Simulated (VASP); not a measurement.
Set up this calculation in VASP 6.6.1, as the native input.

```yaml
Task: relaxation of cell and atoms
Functional: PBE
Potentials_or_basis: VASP PAW PBE potentials, release 64 (La, O)
Cutoff: 600 eV
k_mesh: 10 × 10 × 6
Occupations: gaussian, width 0.1 eV
Spin: no spin polarisation
Dipole_correction: no
Further_INCAR_settings: ALGO = Normal; EDIFF = 1e-07; IBRION = 2; EDIFFG = -0.01; NSW = 100; ISIF = 3
```

The structure of LaO4 lies in POSCAR:

```
LaO4
1.0
    4.0746977484      0.0000000000      0.0000000000
    0.0000000000      4.0746977484      0.0000000000
    0.0000000000      0.0000000000      6.6389695828
La O
1 4
Direct
    0.5000000000      0.5000000000      0.0000000000
    0.5000000000      0.5000000000      0.4083550835
    0.5000000000      0.5000000000      0.5916449165
    0.0000000000      0.5000000000      0.8479396180
    0.5000000000      0.0000000000      0.1520603820
```

The cell was generated, and may not be a known phase.

These files were run (other wordings do the same):

INCAR

```
PREC = Accurate ; ENCUT = 600
EDIFF = 1E-7 ; ISMEAR = 0
SIGMA = 0.1 ; LREAL = False
LASPH = True ; NELM = 60
ALGO = Normal ; ISIF = 3
LWAVE = False ; LCHARG = False
GGA = PE ; IBRION = 2
NSW = 100 ; EDIFFG = -0.01
```

KPOINTS

```
regular mesh
0
Gamma
  10 10 6
```

Potentials or basis: VASP PAW PBE potentials, release 64 (La, O).

The run is started by

```console
$ cat potpaw_PBE.64/La/POTCAR potpaw_PBE.64/O/POTCAR > POTCAR
$ mpirun -np 1 vasp_std > vasp.out
```

Results of the run:

The relaxed volume is 21.92 Å³/atom and the relaxed cell is a = 4.081 Å, b = 4.081 Å, c = 6.581 Å, α = 90.00°, β = 90.00°, γ = 90.00°. The space group after relaxing (to 0.1 Å) is P-4m2 (No. 115) and the energy gained by relaxing is 2.8 meV/atom. The ionic steps are 28 and the pressure after relaxing is 0.0 GPa. The largest force after relaxing is 0.008 eV/Å and the band gap on the k mesh is zero (an odd number of electrons rules out a gap without spin polarisation).

Caveat: the standard files for N, O and F lose accuracy on very short bonds; spin-orbit coupling is left out, which moves the levels of the heavy elements; an odd number of electrons without spin polarisation forces a metal; a magnetic or distorted state may lie lower.

It took 66 min on 1 thread of Intel Xeon 8259CL, with other jobs on the host, peak memory 0.47 GiB.
